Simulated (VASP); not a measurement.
Wanted: the native input for a VASP 6.6.1 run.

```yaml
Task: G0W0 quasiparticle levels
Functional: PBE
Potentials_or_basis: VASP PAW PBE potentials, release 64 (Si_GW, C_GW)
Cutoff: 500 eV
k_mesh: 6 × 6 × 6
Occupations: gaussian, width 0.01 eV
Spin: no spin polarisation
Dipole_correction: no
GW_scheme: G0W0
GW_iterations: 1
Cutoff_of_the_response_function: 150
Frequency_points: 96
Empty_bands: 78
Further_INCAR_settings: ALGO = EVGW0; EDIFF = 1e-08; NBANDS = 82
```

SiC:

```
Si C
1.0
     0.00000    2.11271    2.11271
     2.11271    0.00000    2.11271
     2.11271    2.11271    0.00000
Si C
1 1
Direct
  0.00000 0.00000 0.00000
  0.25000 0.25000 0.25000
```

These files were run (other wordings do the same):

POSCAR

```
SiC
1.0
    0.0000000000      2.1127107805      2.1127107805
    2.1127107805      0.0000000000      2.1127107805
    2.1127107805      2.1127107805      0.0000000000
Si C
1 1
Direct
    0.0000000000      0.0000000000      0.0000000000
    0.2500000000      0.2500000000      0.2500000000
```

INCAR.step1

```
SYSTEM = SiC
PREC = Accurate ; ENCUT = 500
EDIFF = 1E-8 ; ISMEAR = 0
SIGMA = 0.01 ; LREAL = .FALSE.
LASPH = .TRUE. ; NELM = 80
ALGO = Normal ; LWAVE = .TRUE.
LCHARG = .FALSE. ; GGA = PE
```

INCAR.step2

```
SYSTEM = SiC
PREC = Accurate ; ENCUT = 500
EDIFF = 1E-8 ; ISMEAR = 0
SIGMA = 0.01 ; LREAL = .FALSE.
LASPH = .TRUE. ; NELM = 1
ALGO = Exact ; LWAVE = .TRUE.
LCHARG = .FALSE. ; GGA = PE
NBANDS = 82 ; LOPTICS = .TRUE.
ISTART = 1
```

INCAR.step3

```
SYSTEM = SiC
PREC = Accurate ; ENCUT = 500
EDIFF = 1E-8 ; ISMEAR = 0
SIGMA = 0.01 ; LREAL = .FALSE.
LASPH = .TRUE. ; ALGO = EVGW0
LWAVE = .FALSE. ; LCHARG = .FALSE.
GGA = PE ; NELMGW = 1
NBANDS = 82 ; ENCUTGW = 150.0
NOMEGA = 96 ; PRECFOCK = Fast
ISTART = 1 ; NBANDSGW = 12
OMEGAMAX = 20
```

KPOINTS

```
regular mesh
0
G
  6 6 6
  0 0 0
```

Potentials or basis: VASP PAW PBE potentials, release 64 (Si_GW, C_GW).

The run is started by

```bash
$ cat potpaw_PBE.64/Si_GW/POTCAR potpaw_PBE.64/C_GW/POTCAR > POTCAR
$ cp INCAR.step1 INCAR
$ mpirun -np 1 vasp_std > vasp.out
$ cp INCAR.step2 INCAR
$ mpirun -np 1 vasp_std > vasp.out
$ cp INCAR.step3 INCAR
$ mpirun -np 1 vasp_std > vasp.out
```

It gave:

```json
{"Quasiparticle gap": "2.11 eV", "Least direct quasiparticle gap": "5.72 eV", "Band gap of the starting levels on the mesh": "1.26 eV", "Least direct gap of the starting levels on the mesh": "4.63 eV"}
```

Caveat: the k points lie up to 0.43 Å⁻¹ apart; bands, screening cutoff and mesh are small and nothing is extrapolated, so the quasiparticle values aren't converged.

Wall time 100 s on 1 thread of Intel(R) Xeon(R) 6975P-C (Granite Rapids) (shared host), peak memory 0.36 GiB.
